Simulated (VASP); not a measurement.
# CdH2O2 (Cm) in VASP: single point with r2SCAN

Aim: the single point of CdH2O2 with r2SCAN.

Program: VASP 6.6.1. These are calculated values, not measurements. Logs are shortened: lines on timing, memory, paths and dates and some standing lists are left out, and cuts for length are marked.

### Step 1. The cell of the first run

The structure is monoclinic, space group Cm (No. 8). Conventional cell: a = 6.626 Å, b = 10.372 Å, c = 3.454 Å, α = 90.00°, β = 119.88°, γ = 90.00°. Within 3.0 Å of Cd (site symmetry 1) lie 6 O at 2.28 to 2.47 Å and 5 H at 2.59 to 2.96 Å. Within 1.3 Å of H (site symmetry 1) lie 1 O at 0.98 Å. Within 1.5 Å of H (site symmetry m) lie 1 O at 1.13 Å. H (site symmetry m) has 1 O at 1.07 Å within 1.4 Å. Within 3.9 Å of O (site symmetry m) lie 4 Cd at 2.39 to 2.47 Å and 12 H at 2.48 to 3.76 Å and 12 O at 2.95 to 3.83 Å. O (site symmetry 1) has 1 H at 0.98 Å within 1.3 Å. Within 1.4 Å of O (site symmetry m) lie 2 H at 1.07 to 1.13 Å.

### Step 2. Single point, r2SCAN

Input file POSCAR:

```
CdH2O2
1.0
   -0.0916200000      0.0000000000      3.4525300000
    5.7467770000      0.0000000000      0.0000000000
    2.8275780000      5.1862020000      1.7262650000
Cd H O
2 4 4
Direct
    0.8474600000      0.8474600000      0.3050800000
    0.1525400000      0.1525400000      0.6949200000
    0.1625320000      0.6759140000      0.6760900000
    0.8386220000      0.3520040000      0.3239100000
    0.8320000000      0.5000000000      0.0000000000
    0.2500000000      0.6660000000      0.0000000000
    0.4890000000      0.1150000000      0.0000000000
    0.2154000000      0.5994000000      0.5592000000
    0.7746000000      0.1586000000      0.4408000000
    0.9420000000      0.6870000000      0.0000000000
```

Input file INCAR.step1:

```
SYSTEM = CdH2O2
PREC = Accurate
ENCUT = 520
ISMEAR = -1
SIGMA = 0.1
LREAL = .False.
LASPH = .True.
NELM = 60
NBANDS = 37
GGA = PE
ALGO = Normal
EDIFF = 1E-4
LWAVE = .True.
LCHARG = .False.
```

Input file INCAR.step2:

```
SYSTEM = CdH2O2
PREC = Accurate
ENCUT = 520
EDIFF = 1E-7
ISMEAR = -1
SIGMA = 0.1
LREAL = .False.
LASPH = .True.
NELM = 60
ALGO = Normal
ISIF = 2
LWAVE = .False.
LCHARG = .False.
METAGGA = R2SCAN
LMIXTAU = .True.
NBANDS = 37
ISTART = 1
```

Input file KPOINTS:

```
Automatic mesh
0
Gamma
  6 6 6
  0 0 0
```

Potentials or basis: VASP PAW PBE potentials, release 64 (Cd, H, O).

Started as:

```
> cat potpaw_PBE.64/Cd/POTCAR potpaw_PBE.64/H/POTCAR potpaw_PBE.64/O/POTCAR > POTCAR
> cp INCAR.step1 INCAR
> mpirun -np 1 vasp_std > vasp.out
> cp INCAR.step2 INCAR
> mpirun -np 1 vasp_std > vasp.out
```

OUTCAR:

```text
SYSTEM = CdH2O2
   PREC = Accurate
   ENCUT = 520
   EDIFF = 1E-7
   ISMEAR = -1
   LREAL = .False.
   LASPH = .True.
   NELM = 60
   ISIF = 2
   METAGGA = R2SCAN
   ISTART = 1

 ion  position               nearest neighbor table
   1  0.847  0.847  0.305-   8 2.28   8 2.28   9 2.29   7 2.39  10 2.40   7 2.47   2 3.16
   2  0.153  0.153  0.695-   9 2.28   9 2.28   8 2.29   7 2.39  10 2.40   7 2.47   1 3.16
   3  0.163  0.676  0.676-   8 0.98
   4  0.839  0.352  0.324-   9 0.98
   5  0.832  0.500  0.000-  10 1.13
   6  0.250  0.666  0.000-  10 1.07
   7  0.489  0.115  0.000-   2 2.39   1 2.39   2 2.47   1 2.47
   8  0.215  0.599  0.559-   3 0.98   1 2.28   1 2.28   2 2.29
   9  0.775  0.159  0.441-   4 0.98   2 2.28   2 2.28   1 2.29
  10  0.942  0.687  0.000-   6 1.07   5 1.13   1 2.40   2 2.40

  LATTYP: Found a base centered monoclinic cell.
 ALAT       =     6.6257651706
 B/A-ratio  =     1.5654650796
 C/A-ratio  =     0.5212598636
 COS(beta)  =    -0.4982513657

  Lattice vectors:

 A1 = (  -2.8275790000,   5.1862020000,  -1.7262650000)
 A2 = (  -2.8275780000,  -5.1862020000,  -1.7262650000)
 A3 = (  -0.0916200000,   0.0000000000,   3.4525300000)

Analysis of symmetry for initial positions (statically):
=====================================================================
 Subroutine PRICEL returns:
 Original cell was already a primitive cell.

 Routine SETGRP: Setting up the symmetry group for a
 base centered monoclinic supercell.

 Subroutine GETGRP returns: Found  2 space group operations
 (whereof  2 operations were pure point group operations)
 out of a pool of  4 trial point group operations.

The static configuration has the point symmetry C_1h.

Analysis of symmetry for dynamics (positions and initial velocities):
=====================================================================
 Subroutine PRICEL returns:
 Original cell was already a primitive cell.

 Routine SETGRP: Setting up the symmetry group for a
 base centered monoclinic supercell.

 Subroutine GETGRP returns: Found  2 space group operations
 (whereof  2 operations were pure point group operations)
 out of a pool of  4 trial point group operations.

The dynamic configuration has the point symmetry C_1h.

 Subroutine INISYM returns: Found  2 space group operations
 (whereof  2 operations are pure point group operations),
 and found     1 'primitive' translations

----------------------------------------------------------------------------------------

                                     Primitive cell

  volume of cell :     102.8990

  direct lattice vectors                    reciprocal lattice vectors
    -0.091620000  0.000000000  3.452530000     0.000000000 -0.096409665  0.289642668
     5.746777000  0.000000000  0.000000000     0.174010580 -0.096409649  0.004617729
     2.827578000  5.186202000  1.726265000     0.000000000  0.192819331  0.000000000

  length of vectors
     3.453745449  5.746777000  6.154013274     0.305266603  0.198986999  0.192819331

  position of ions in fractional coordinates (direct lattice)
     0.847460000  0.847460000  0.305080000
     0.152540000  0.152540000  0.694920000
     0.162532000  0.675914000  0.676090000
     0.838622000  0.352004000  0.323910000
     0.832000000  0.500000000  0.000000000
     0.250000000  0.666000000  0.000000000
     0.489000000  0.115000000  0.000000000
     0.215400000  0.599400000  0.559200000
     0.774600000  0.158600000  0.440800000
     0.942000000  0.687000000  0.000000000

  ion indices of the primitive-cell ions
   primitive index   ion index
                 1           1
                 2           2
                 3           3
                 4           4
                 5           5
                 6           6
                 7           7
                 8           8
                 9           9
                10          10

----------------------------------------------------------------------------------------

 KPOINTS: Automatic mesh

Automatic generation of k-mesh.
 Grid dimensions read from file:
 generate k-points for:    6    6    6

 Generating k-lattice:

  Cartesian coordinates                     Fractional coordinates (reciprocal lattice)
     0.000000000 -0.016068278  0.048273778     0.166666667  0.000000000  0.000000000
     0.029001763 -0.016068275  0.000769622     0.000000000  0.166666667  0.000000000
     0.000000000  0.032136555  0.000000000     0.000000000  0.000000000  0.166666667

  Length of vectors
     0.050877767  0.033164500  0.032136555

  Shift w.r.t. Gamma in fractional coordinates (k-lattice)
     0.000000000  0.000000000  0.000000000

 Subroutine IBZKPT returns following result:
 ===========================================

 Found     68 irreducible k-points:

 Following reciprocal coordinates:
            Coordinates               Weight
  0.000000  0.000000  0.000000      1.000000
  0.166667  0.000000 -0.000000      4.000000
  0.333333  0.000000 -0.000000      4.000000
  0.500000  0.000000 -0.000000      2.000000
 -0.000000  0.166667 -0.000000      4.000000
  0.166667  0.166667 -0.000000      4.000000
[... 16 lines left out ...]
  0.500000  0.000000  0.166667      4.000000
 -0.333333  0.000000  0.166667      4.000000
 [... further k-points ...]
   k-points           NKPTS =     68   k-points in BZ     NKDIM =     68   number of bands    NBANDS=     37
   number of dos      NEDOS =    301   number of ions     NIONS =     10
   total plane-waves  NPLWV =  64512
   dimension x,y,z NGX =    28 NGY =   48 NGZ =   48
   dimension x,y,z NGXF=    56 NGYF=   96 NGZF=   96
   ions per type =               2   4   4
   NGX,Y,Z   is equivalent  to a cutoff of  13.48, 13.89, 12.97 a.u.
   NGXF,Y,Z  is equivalent  to a cutoff of  26.96, 27.77, 25.93 a.u.
 SYSTEM =  CdH2O2
   PREC   = accura    normal or accurate (medium, high low for compatibility)
   ISTART =      1    job   : 0-new  1-cont  2-samecut
   ICHARG =      0    charge: 1-file 2-atom 10-const
   ISPIN  =      1    spin polarized calculation?
   LNONCOLLINEAR =      F non collinear calculations
   LSORBIT =      F    spin-orbit coupling
   LASPH  =      T    aspherical Exc in radial PAW
   ENCUT  =  520.0 eV  38.22 Ry    6.18 a.u.   6.42 10.69 11.44*2*pi/ulx,y,z
   NELM   =     60;   NELMIN=  2; NELMDL=  0     # of ELM steps
   EDIFF  = 0.1E-06   stopping-criterion for ELM
   LREAL  =      F    real-space projection
   EDIFFG = 0.1E-05   stopping-criterion for IOM
   NSW    =      0    number of steps for IOM
   IBRION =     -1    ionic relax: 0-MD 1-quasi-New 2-CG
   NFREE  =      0    steps in history (QN), initial steepest desc. (CG)
   ISIF   =      2    stress and relaxation
   ISYM   =      2    0-nonsym 1-usesym 2-fastsym
   POTIM  = 0.5000    time-step for ionic-motion
   TEBEG  =    0.0;   TEEND  =   0.0 temperature during run
   PSTRESS=    0.0 pullay stress
   NELECT =      52.0000    total number of electrons
   NUPDOWN=      -1.0000    fix difference up-down
   EMIN   =  10.00;   EMAX   =-10.00  energy-range for DOS
   EFERMI =   0.00;   METHOD = LEGACY
   ISMEAR =    -1;   SIGMA  =   0.10  broadening in eV -4-tet -1-fermi 0-gaus
   EFERMI_NEDOS =   21; number of points for ismear=-14 and -15
   IALGO  =     38    algorithm
   IMIX   =      4    mixing-type and parameters
     AMIX     =   0.40;   BMIX     =  1.00
     AMIX_MAG =   1.60;   BMIX_MAG =  1.00
  volume/ion in A,a.u.               =      10.29        69.44
  Fermi-wavevector in a.u.,A,eV,Ry     =   1.303984  2.464172 23.134990  1.700374
  Thomas-Fermi vector in A             =   2.434950
   LORBIT       =      0    0 simple, 1 ext, 2 COOP (PROOUT), +10 PAW based schemes
   METAGGA = R2SCAN    functional components
   LHFCALC =     F    Hartree Fock is set to
   AEXX    =    0.0000 exact exchange contribution
   IVDW    =     0    specifies the selected vdW correction
   LEPSILON=     F    determine dielectric tensor
   LRPA    =     F    only Hartree local field effects (RPA)
 non-spin polarized calculation
  energy-cutoff  :      520.00
  volume of cell :      102.90
 maximum number of plane-waves:      2795
 NGX is ok and might be reduce to    28
   NGX = 13   NGY = 21   NGZ = 23

 number of electron      51.9999992 magnetization

 Free energy of the ion-electron system (eV)
  ---------------------------------------------------
  ext. energy  EPLUGINS =         0.00000000
  ---------------------------------------------------
  free energy    TOTEN  =       -86.55210406 eV

  energy without entropy =      -86.54732776  energy(sigma->0) =      -86.54971591

 E-fermi :   1.2311     XC(G=0): -10.3900

 val. band max:        1.1622115717   @ k =   0.0000   0.0000   0.0000
 cond. band min:       1.6203710547   @ k =   0.0000   0.0000   0.1667
 fundamental gap:      0.4581594830
 Fermi energy:         1.2310707786

 k-point     1 :       0.0000    0.0000    0.0000
  band No.  band energies     occupation
      1     -22.2856      2.00000
      2     -19.7410      2.00000
      3     -19.5890      2.00000
      4     -15.5766      2.00000
      5      -8.7511      2.00000
      6      -7.7373      2.00000
[... 29 lines left out ...]
     36      12.0557      0.00000
     37      13.8037      0.00000

 k-point     2 :       0.1667    0.0000   -0.0000
  band No.  band energies     occupation
      1     -22.2483      2.00000
      2     -19.7138      2.00000
      3     -19.5805      2.00000
      4     -15.5567      2.00000
      5      -8.8626      2.00000
      6      -7.6814      2.00000
[... 29 lines left out ...]
     36      11.7125      0.00000
     37      12.7471      0.00000

 k-point     3 :       0.3333    0.0000   -0.0000
  band No.  band energies     occupation
      1     -22.1721      2.00000
      2     -19.6542      2.00000
      3     -19.5691      2.00000
      4     -15.5098      2.00000
      5      -9.1492      2.00000
      6      -7.7868      2.00000
[... 29 lines left out ...]
     36      10.7410      0.00000
     37      11.7071      0.00000

 k-point     4 :       0.5000    0.0000   -0.0000
  band No.  band energies     occupation
      1     -22.1332      2.00000
      2     -19.6167      2.00000
      3     -19.5714      2.00000
      4     -15.4826      2.00000
      5      -9.3187      2.00000
      6      -7.8472      2.00000
[... 29 lines left out ...]
     36      10.8229      0.00000
     37      11.3274      0.00000
[... 683 lines left out ...]
      1     -22.1739      2.00000
      2     -19.6364      2.00000
      3     -19.5836      2.00000
      4     -15.5097      2.00000
      5      -9.1448      2.00000
      6      -7.6797      2.00000
[... 29 lines left out ...]
     36      10.6209      0.00000
     37      11.5732      0.00000

 k-point    23 :       0.5000    0.0000    0.1667
  band No.  band energies     occupation
      1     -22.1332      2.00000
      2     -19.6166      2.00000
      3     -19.5715      2.00000
      4     -15.4826      2.00000
      5      -9.3196      2.00000
      6      -7.8285      2.00000
[... 29 lines left out ...]
     36      11.0035      0.00000
     37      11.3568      0.00000

 k-point    24 :      -0.3333    0.0000    0.1667
  band No.  band energies     occupation
      1     -22.1684      2.00000
      2     -19.6782      2.00000
      3     -19.5513      2.00000
      4     -15.5100      2.00000
      5      -9.1598      2.00000
      6      -7.8599      2.00000
[... 29 lines left out ...]
     36      11.1413      0.00000
     37      11.5561      0.00000

 [... further k-points ...]

------------------------ aborting loop because EDIFF is reached ----------------------------------------

  FORCE on cell =-STRESS in cart. coord.  units (eV):
  Direction    XX          YY          ZZ          XY          YZ          ZX
  --------------------------------------------------------------------------------------
  -------------------------------------------------------------------------------------
  Total       -4.3670080      2.2065573     -6.8751012     -0.0000002      0.0000000     -2.0936637
  in kB      -67.9959946     34.3569460   -107.0479720     -0.0000033      0.0000000    -32.5991495
  external PRESSURE =     -46.8956735 kB  Pullay stress =       0.0000000 kB

 VOLUME and BASIS-vectors are now :
 -----------------------------------------------------------------------------
  energy-cutoff  :      520.00
  volume of cell :      102.90
      direct lattice vectors                 reciprocal lattice vectors
    -0.091620000  0.000000000  3.452530000     0.000000000 -0.096409665  0.289642668
     5.746777000  0.000000000  0.000000000     0.174010580 -0.096409649  0.004617729
     2.827578000  5.186202000  1.726265000     0.000000000  0.192819331  0.000000000

 POSITION                                       TOTAL-FORCE (eV/Angst)
 -----------------------------------------------------------------------------------
      5.65516      1.58221      3.45253         1.288996     -0.982448     -0.075770
      2.82758      3.60400      1.72627         1.288996      0.982448     -0.075770
      5.78113      3.50634      1.72826        -0.982394     -0.417640     -0.013008
      2.86193      1.67986      3.45452        -0.982394      0.417640     -0.013008
      2.79716      0.00000      2.87250         2.651389      0.000000      0.929215
      3.80445      0.00000      0.86313         0.405538      0.000000     -2.958302
      0.61608      0.00000      1.68829        -0.712755      0.000000      0.011258
      5.00606      2.90012      1.70900         0.896979     -0.177315      0.051921
      2.08687      2.28608      3.43527         0.896979      0.177315      0.051921
      3.86173      0.00000      3.25228        -4.751333      0.000000      2.091543
 -----------------------------------------------------------------------------------
    total drift:                                0.000034     -0.000016     -0.000501

  FREE ENERGIE OF THE ION-ELECTRON SYSTEM (eV)
  ---------------------------------------------------
  free  energy   TOTEN  =       -86.5521040606 eV

  energy  without entropy=      -86.5473277590  energy(sigma->0) =      -86.54971591
```

Wall time 21 min (1 thread of Intel Xeon Platinum 8259CL at 2.50GHz (Skylake/Cascade Lake), shared host); peak memory 0.4 GiB.

What came out:

```yaml
Free_energy: -86.5521 eV
Pressure: -4.7 GPa
Largest_force: 5.191 eV/Å
Band_gap_on_the_k_mesh: 0.26 eV (least direct gap 0.43 eV)
```

Forces in eV/Å, atoms in the order of the input:
```
Cd   1.289 -0.982 -0.076
Cd   1.289  0.982 -0.076
H   -0.982 -0.418 -0.013
H   -0.982  0.418 -0.013
H    2.651  0.000  0.929
H    0.406  0.000 -2.958
O   -0.713  0.000  0.011
O    0.897 -0.177  0.052
O    0.897  0.177  0.052
O   -4.751  0.000  2.092
```

Levels at points of the mesh, in eV from the valence-band top:
```csv
k point,band 24,band 25,band 26,band 27,band 28,band 29
"(0.00, 0.00, 0.00)",-0.83,-0.74,-0.17,0.26,3.64,4.99
"(0.50, 0.00, 0.00)",-2.02,-0.58,-0.32,4.61,4.99,5.23
"(0.00, 0.50, 0.00)",-1.47,-0.92,-0.08,2.52,3.20,4.84
"(0.50, 0.50, 0.00)",-1.67,-0.48,-0.45,4.05,5.21,5.33
"(0.00, 0.00, 0.50)",-1.52,-0.83,0.00,2.06,3.03,4.54
"(0.50, 0.50, 0.50)",-1.75,-0.45,-0.43,4.05,5.30,5.67
```

Caveat: the stress differs along the axes, from -11 to 3 GPa; semilocal functionals underestimate gaps, and a narrow one can read as zero; the PAW data sets were made with another functional, which shifts forces and pressure a little.

The gap in the log of VASP goes by the Fermi energy; the results here count the filled bands.